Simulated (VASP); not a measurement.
# Ge (Pm-3m) in VASP: a series of runs

The runs below take Ge through single point, with PBEsol.

Program: VASP 6.6.1. These are calculated values, not measurements. Logs are shortened: lines on timing, memory, paths and dates and some standing lists are left out, and cuts for length are marked.

## (1) The cell of the first run

The structure is cubic, space group Pm-3m (No. 221). Conventional cell: a = 2.659 Å, b = 2.659 Å, c = 2.659 Å, α = 90.00°, β = 90.00°, γ = 90.00°. Within 3.5 Å of Ge (site symmetry m-3m) lie 6 Ge at 2.66 Å.

This isn't the form of Ge at room conditions, which is diamond.

## (2) Single point, PBEsol

File INCAR:

```
SYSTEM = Ge
PREC = Accurate
ENCUT = 520
EDIFF = 1E-7
ISMEAR = 1
SIGMA = 0.05
LREAL = .False.
LASPH = .True.
NELM = 100
ALGO = Normal
ISIF = 2
LWAVE = .False.
LCHARG = .False.
GGA = PS
NBANDS = 13
```

File KPOINTS:

```
Automatic mesh
0
Gamma
  16 16 16
  0 0 0
```

File POSCAR:

```
Ge
1.0
    2.6590182437      0.0000000000      0.0000000000
    0.0000000000      2.6590182437      0.0000000000
    0.0000000000      0.0000000000      2.6590182437
Ge
1
Direct
    0.0000000000      0.0000000000      0.0000000000
```

Potentials or basis: VASP PAW PBE potentials, release 64 (Ge_d).

Command:

```console
> cat potpaw_PBE.64/Ge_d/POTCAR > POTCAR
> mpirun -np 1 vasp_std > vasp.out
```

OUTCAR:

```text
SYSTEM = Ge
   PREC = Accurate
   ENCUT = 520
   EDIFF = 1E-7
   ISMEAR = 1
   LREAL = .False.
   LASPH = .True.
   NELM = 100
   ISIF = 2
   GGA = PS

 ion  position               nearest neighbor table
   1  0.000  0.000  0.000-

  LATTYP: Found a simple cubic cell.
 ALAT       =     2.6590182437

  Lattice vectors:

 A1 = (   2.6590182437,   0.0000000000,   0.0000000000)
 A2 = (   0.0000000000,   2.6590182437,   0.0000000000)
 A3 = (   0.0000000000,   0.0000000000,   2.6590182437)

Analysis of symmetry for initial positions (statically):
=====================================================================
 Subroutine PRICEL returns:
 Original cell was already a primitive cell.

 Routine SETGRP: Setting up the symmetry group for a
 simple cubic supercell.

 Subroutine GETGRP returns: Found 48 space group operations
 (whereof 48 operations were pure point group operations)
 out of a pool of 48 trial point group operations.

The static configuration has the point symmetry O_h .

Analysis of symmetry for dynamics (positions and initial velocities):
=====================================================================
 Subroutine PRICEL returns:
 Original cell was already a primitive cell.

 Routine SETGRP: Setting up the symmetry group for a
 simple cubic supercell.

 Subroutine GETGRP returns: Found 48 space group operations
 (whereof 48 operations were pure point group operations)
 out of a pool of 48 trial point group operations.

The dynamic configuration has the point symmetry O_h .

 Subroutine INISYM returns: Found 48 space group operations
 (whereof 48 operations are pure point group operations),
 and found     1 'primitive' translations

----------------------------------------------------------------------------------------

                                     Primitive cell

  volume of cell :      18.8003

  direct lattice vectors                    reciprocal lattice vectors
     2.659018244  0.000000000  0.000000000     0.376078653  0.000000000  0.000000000
     0.000000000  2.659018244  0.000000000     0.000000000  0.376078653  0.000000000
     0.000000000  0.000000000  2.659018244     0.000000000  0.000000000  0.376078653

  length of vectors
     2.659018244  2.659018244  2.659018244     0.376078653  0.376078653  0.376078653

  position of ions in fractional coordinates (direct lattice)
     0.000000000  0.000000000  0.000000000

  ion indices of the primitive-cell ions
   primitive index   ion index
                 1           1
[... 80 lines left out ...]
   POTIM  = 0.5000    time-step for ionic-motion
   TEBEG  =    0.0;   TEEND  =   0.0 temperature during run
   PSTRESS=    0.0 pullay stress
   NELECT =      14.0000    total number of electrons
   NUPDOWN=      -1.0000    fix difference up-down
   EMIN   =  10.00;   EMAX   =-10.00  energy-range for DOS
   EFERMI =   0.00;   METHOD = LEGACY
   ISMEAR =     1;   SIGMA  =   0.05  broadening in eV -4-tet -1-fermi 0-gaus
   EFERMI_NEDOS =   21; number of points for ismear=-14 and -15
   IALGO  =     38    algorithm
   IMIX   =      4    mixing-type and parameters
     AMIX     =   0.40;   BMIX     =  1.00
     AMIX_MAG =   1.60;   BMIX_MAG =  1.00
  volume/ion in A,a.u.               =      18.80       126.87
  Fermi-wavevector in a.u.,A,eV,Ry     =   1.483871  2.804110 29.958309  2.201874
  Thomas-Fermi vector in A             =   2.597479
   LORBIT       =      0    0 simple, 1 ext, 2 COOP (PROOUT), +10 PAW based schemes
   GGA     = PS    functional components
   LHFCALC =     F    Hartree Fock is set to
   AEXX    =    0.0000 exact exchange contribution
   IVDW    =     0    specifies the selected vdW correction
   LEPSILON=     F    determine dielectric tensor
   LRPA    =     F    only Hartree local field effects (RPA)
 non-spin polarized calculation
 Methfessel and Paxton  Order N= 1 SIGMA  =   0.05
  energy-cutoff  :      520.00
  volume of cell :       18.80
 maximum number of plane-waves:       520
 NGX is ok and might be reduce to    20
   NGX =  9   NGY =  9   NGZ =  9

 number of electron      13.9999989 magnetization

 Free energy of the ion-electron system (eV)
  ---------------------------------------------------
  ext. energy  EPLUGINS =         0.00000000
  ---------------------------------------------------
  free energy    TOTEN  =        -4.74229660 eV

  energy without entropy =       -4.74222819  energy(sigma->0) =       -4.74227379

 E-fermi :   6.4218     XC(G=0): -11.3530

 val. band max:        6.4020481774   @ k =   0.5000   0.5000   0.5000
 cond. band min:       6.4384142369   @ k =   0.3125   0.3125   0.0625
 fundamental gap:      0.0363660595
 Fermi energy:         6.4217850245

 k-point     1 :       0.0000    0.0000    0.0000
  band No.  band energies     occupation
      1     -18.2553      2.00000
      2     -18.2553      2.00000
      3     -17.9656      2.00000
      4     -17.9656      2.00000
      5     -17.9656      2.00000
      6      -6.8256      2.00000
      7      13.2723      0.00000
      8      13.2723      0.00000
      9      13.2723      0.00000
     10      16.6481      0.00000
     11      16.6481      0.00000
     12      19.3264      0.00000
     13      35.7382      0.00000
[... 354 lines left out ...]
  band No.  band energies     occupation
      1     -18.2154      2.00000
      2     -18.0582      2.00000
      3     -18.0401      2.00000
      4     -18.0186      2.00000
      5     -17.9700      2.00000
      6      -2.5129      2.00000
      7       0.7372      2.00000
      8      13.3582      0.00000
      9      16.6746      0.00000
     10      18.0070      0.00000
     11      21.8045      0.00000
     12      23.0075      0.00000
     13      23.4076      0.00000

 [... further k-points ...]

------------------------ aborting loop because EDIFF is reached ----------------------------------------

  FORCE on cell =-STRESS in cart. coord.  units (eV):
  Direction    XX          YY          ZZ          XY          YZ          ZX
  --------------------------------------------------------------------------------------
  -------------------------------------------------------------------------------------
  Total        0.0819732      0.0819732      0.0819732      0.0000000      0.0000000      0.0000000
  in kB        6.9858368      6.9858368      6.9858368      0.0000000      0.0000000      0.0000000
  external PRESSURE =       6.9858368 kB  Pullay stress =       0.0000000 kB

 VOLUME and BASIS-vectors are now :
 -----------------------------------------------------------------------------
  energy-cutoff  :      520.00
  volume of cell :       18.80
      direct lattice vectors                 reciprocal lattice vectors
     2.659018244  0.000000000  0.000000000     0.376078653  0.000000000  0.000000000
     0.000000000  2.659018244  0.000000000     0.000000000  0.376078653  0.000000000
     0.000000000  0.000000000  2.659018244     0.000000000  0.000000000  0.376078653

 POSITION                                       TOTAL-FORCE (eV/Angst)
 -----------------------------------------------------------------------------------
      0.00000      0.00000      0.00000         0.000000      0.000000      0.000000
 -----------------------------------------------------------------------------------
    total drift:                                0.000000      0.000000      0.000000

  FREE ENERGIE OF THE ION-ELECTRON SYSTEM (eV)
  ---------------------------------------------------
  free  energy   TOTEN  =        -4.7422965954 eV

  energy  without entropy=       -4.7422281853  energy(sigma->0) =       -4.74227379
```

OSZICAR:

```text
N       E                     dE             d eps       ncg     rms          rms(c)
DAV:   1     0.627764289769E+02    0.62776E+02   -0.71142E+03  4738   0.296E+03
DAV:   2     0.911586321088E+00   -0.61865E+02   -0.59046E+02  4535   0.432E+02
DAV:   3    -0.468084683882E+01   -0.55924E+01   -0.55652E+01  4830   0.718E+01
DAV:   4    -0.476137563048E+01   -0.80529E-01   -0.80512E-01  4905   0.925E+00
DAV:   5    -0.476214564161E+01   -0.77001E-03   -0.77001E-03  4920   0.100E+00    0.156E+00
DAV:   6    -0.474779133654E+01    0.14354E-01   -0.11924E-02  5385   0.254E+00    0.858E-01
DAV:   7    -0.474252757375E+01    0.52638E-02   -0.64472E-03  5234   0.157E+00    0.973E-02
DAV:   8    -0.474229909429E+01    0.22848E-03   -0.84245E-04  5195   0.702E-01    0.360E-02
DAV:   9    -0.474229664070E+01    0.24536E-05   -0.19174E-05  5387   0.863E-02    0.668E-03
DAV:  10    -0.474229659540E+01    0.45302E-07   -0.53208E-07  4825   0.758E-03
   1 F= -.47422966E+01 E0= -.47422738E+01  d E =-.684101E-04
```

stdout:

```text
POSCAR found type information on POSCAR Ge
 POSCAR found :  1 types and       1 ions
 scaLAPACK will be used
 -----------------------------------------------------------------------------
|                                                                             |
|                                                                             |
|     You enforced a specific xc type in the INCAR file but a different       |
|     I HOPE YOU KNOW WHAT YOU ARE DOING!                                     |
|                                                                             |
 -----------------------------------------------------------------------------

 LDA part: xc-table for (Slater+PW92), standard interpolation
 POSCAR, INCAR and KPOINTS ok, starting setup
 FFT: planning ... GRIDC
 FFT: planning ... GRID_SOFT
 FFT: planning ... GRID
 WAVECAR not read
 entering main loop
```

Run time: 20 s. Hardware: 1 thread of Intel Xeon 8259CL, shared host; peak memory 0.15 GiB.

What came out:

| Item | Value |
| --- | --- |
| Free energy | -4.7423 eV |
| Pressure | 0.7 GPa |
| Band gap on the k mesh | zero (bands 7 and 8 overlap by 9.59 eV) |

Levels at points of the mesh, in eV from the Fermi level:
```
           k point  band 5  band 6  band 7  band 8  band 9  band 10
(0.00, 0.00, 0.00)  -24.39  -13.25    6.85    6.85    6.85    10.23
(0.50, 0.00, 0.00)  -24.38   -9.25   -6.00    9.94    9.94    13.63
(0.50, 0.50, 0.00)  -24.30   -4.99   -2.74   -2.74    2.97    13.00
(0.50, 0.50, 0.50)  -24.30   -0.02    0.31    0.31    0.31     6.88
```

Caveat: the PAW data sets were made with another functional, which shifts forces and pressure a little.

## (3) Single point, PBEsol

This run uses another cell than the first one, of 18.99 Å³/atom.

INCAR is that of step 2.

File KPOINTS:

```
regular mesh
0
Gamma
  16 16 16
  0 0 0
```

File POSCAR:

```
Ge
1.0
    2.6679411905      0.0000000000      0.0000000000
    0.0000000000      2.6679411905      0.0000000000
    0.0000000000      0.0000000000      2.6679411905
Ge
1
Direct
    0.0000000000      0.0000000000      0.0000000000
```

Potentials or basis: VASP PAW PBE potentials, release 64 (Ge_d).

Command:

```console
> cat potpaw_PBE.64/Ge_d/POTCAR > POTCAR
> mpirun -np 1 vasp_std > vasp.out
```

It took 18 s on 1 thread of Intel Xeon 8259CL, shared host; peak memory 0.15 GiB.

Results (log left out):

```yaml
Free_energy: -4.7428 eV
Pressure: -0.1 GPa
Band_gap_on_the_k_mesh: zero (bands 7 and 8 overlap by 9.51 eV)
```

Levels at points of the mesh, in eV from the Fermi level:
```tsv
k point	band 5	band 6	band 7	band 8	band 9	band 10
(0.00, 0.00, 0.00)	-24.38	-13.16	6.80	6.80	6.80	10.19
(0.50, 0.00, 0.00)	-24.38	-9.21	-5.93	9.84	9.84	13.56
(0.50, 0.50, 0.00)	-24.30	-5.01	-2.71	-2.71	2.99	12.85
(0.50, 0.50, 0.50)	-24.29	-0.12	0.31	0.31	0.31	6.88
```

Caveat: the PAW data sets were made with another functional, which shifts forces and pressure a little.

## (4) Single point, PBEsol

This run uses another cell than the first one, of 18.99 Å³/atom.

File INCAR:

```
PREC = Accurate ; ENCUT = 520
EDIFF = 1E-7 ; ISMEAR = 1
SIGMA = 0.05 ; LREAL = False
LASPH = True ; NELM = 100
ALGO = Normal ; ISIF = 2
LWAVE = False ; LCHARG = False
GGA = PS ; NBANDS = 13
```

File KPOINTS:

```
regular mesh
0
Gamma
  16 16 16
```

POSCAR is that of step 3.

Command:

```console
> cat potpaw_PBE.64/Ge_d/POTCAR > POTCAR
> mpirun -np 1 vasp_std > vasp.out
```

It took 19 s on 1 thread of Intel Xeon 8259CL, shared host; peak memory 0.15 GiB.

It converged, with:

```yaml
Free_energy: -4.7428 eV
Pressure: -0.1 GPa
Band_gap_on_the_k_mesh: zero (bands 7 and 8 overlap by 9.51 eV)
```

Levels at points of the mesh, in eV from the Fermi level:
| k point | band 4 | band 5 | band 6 | band 7 | band 8 | band 9 | band 10 | band 11 |
| --- | --- | --- | --- | --- | --- | --- | --- | --- |
| (0.00, 0.00, 0.00) | -24.38 | -24.38 | -13.16 | 6.80 | 6.80 | 6.80 | 10.19 | 10.19 |
| (0.50, 0.00, 0.00) | -24.45 | -24.38 | -9.21 | -5.93 | 9.84 | 9.84 | 13.56 | 15.42 |
| (0.50, 0.50, 0.00) | -24.45 | -24.30 | -5.01 | -2.71 | -2.71 | 2.99 | 12.85 | 19.70 |
| (0.50, 0.50, 0.50) | -24.29 | -24.29 | -0.12 | 0.31 | 0.31 | 0.31 | 6.88 | 6.88 |

Caveat: the PAW data sets were made with another functional, which shifts forces and pressure a little.

## (5) Single point, PBEsol

This run uses another cell than the first one, of 19.18 Å³/atom.

File INCAR:

```
ALGO = Normal ; EDIFF = 1E-6
ENCUT = 520 ; GGA = PS
ISIF = 2 ; ISMEAR = 1
LASPH = T ; LCHARG = F
LREAL = F ; LWAVE = F
NBANDS = 13 ; NELM = 100
PREC = Accurate ; SIGMA = 0.05
```

File KPOINTS:

```
k-points
0
Gamma
  16 16 16
```

File POSCAR:

```
Ge
1.0
    2.6768048477      0.0000000000      0.0000000000
    0.0000000000      2.6768048477      0.0000000000
    0.0000000000      0.0000000000      2.6768048477
Ge
1
Direct
    0.0000000000      0.0000000000      0.0000000000
```

Command:

```console
> cat potpaw_PBE.64/Ge_d/POTCAR > POTCAR
> mpirun -np 1 vasp_std > vasp.out
```

Wall time 18 s (1 thread of Intel Xeon 8259CL, shared host); peak memory 0.15 GiB.

The run converged. Its results:

* Free energy: -4.7425 eV
* Pressure: -0.8 GPa
* Band gap on the k mesh: zero (bands 7 and 8 overlap by 9.42 eV)

Levels at points of the mesh, in eV from the Fermi level:
| k point | band 5 | band 6 | band 7 | band 8 | band 9 | band 10 |
| --- | --- | --- | --- | --- | --- | --- |
| (0.00, 0.00, 0.00) | -24.38 | -13.07 | 6.75 | 6.75 | 6.75 | 10.15 |
| (0.50, 0.00, 0.00) | -24.37 | -9.17 | -5.86 | 9.75 | 9.75 | 13.49 |
| (0.50, 0.50, 0.00) | -24.29 | -5.03 | -2.67 | -2.67 | 3.02 | 12.71 |
| (0.50, 0.50, 0.50) | -24.29 | -0.22 | 0.31 | 0.31 | 0.31 | 6.87 |

Caveat: the PAW data sets were made with another functional, which shifts forces and pressure a little.

## (6) The runs side by side

| cell | gap on the mesh (eV) | pressure (GPa) |
| --- | --- | --- |
| a = 2.659 Å, 1 atom | none | 0.7 |
| a = 2.668 Å, 1 atom | none | -0.1 |
| a = 2.677 Å, 1 atom | none | -0.8 |

Alike in all rows: task single point; level PBEsol; potentials or basis VASP PAW PBE potentials, release 64 (Ge_d); no spin polarisation; k mesh 16 × 16 × 16; cutoff (eV) 520; smearing methfessel-paxton 0.05 eV.

Caveats: the PAW data sets were made with another functional, which shifts forces and pressure a little.

Total energies depend on the potentials used, so only differences within one code and one set of settings carry meaning.
